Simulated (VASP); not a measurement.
Write the native input for VASP 6.6.1 that does the following.

```yaml
Task: single point
Functional: PBE
Potentials_or_basis: VASP PAW PBE potentials, release 64 (Cs_sv)
Cutoff: 520 eV
k_mesh: 12 × 12 × 12
Occupations: gaussian, width 0.1 eV
Spin: no spin polarisation
Dipole_correction: no
Further_INCAR_settings: ALGO = Fast; EDIFF = 1e-06; NBANDS = 10
```

The structure of Cs lies in POSCAR:

```
Cs
1.0
    4.9881076269      0.0000000000      0.0000000000
    0.0000000000      4.9881076269      0.0000000000
    0.0000000000      0.0000000000      4.9881076269
Cs
1
Direct
    0.5000000000      0.5000000000      0.5000000000
```

This isn't the form of Cs at room conditions, which is bcc.

The input as run:

INCAR

```
SYSTEM = Cs
PREC     = Accurate       ! precision mode
ENCUT    = 520            ! plane-wave cutoff, eV
EDIFF    = 1E-6           ! SCF threshold, eV
ISMEAR   = 0              ! smearing method
SIGMA    = 0.1            ! smearing width, eV
LREAL    = .False.        ! projectors in reciprocal space
LASPH    = .True.         ! aspherical terms in the spheres
NELM     = 100            ! most SCF steps
ALGO     = Fast           ! electronic algorithm
ISIF     = 2              ! what is computed and relaxed
LWAVE    = .False.        ! write WAVECAR
LCHARG   = .True.         ! write CHGCAR
GGA      = PE             ! functional
LELF     = .True.         ! ELF
LVHAR    = .True.       
NBANDS   = 10             ! bands
```

KPOINTS

```
Automatic mesh
0
Gamma
  12 12 12
  0 0 0
```

Potentials or basis: VASP PAW PBE potentials, release 64 (Cs_sv).

Launch:

```console
$ cat potpaw_PBE.64/Cs_sv/POTCAR > POTCAR
$ mpirun -np 1 vasp_std > vasp.out
```

It gave:

- Pressure: 0.0 GPa
- Band gap on the k mesh: zero (an odd number of electrons rules out a gap without spin polarisation)

Caveat: spin-orbit coupling is left out, which moves the levels of the heavy elements.

Wall time 94 s on 1 thread of Intel(R) Xeon(R) 6975P-C (Granite Rapids) (shared host), peak memory 0.29 GiB.
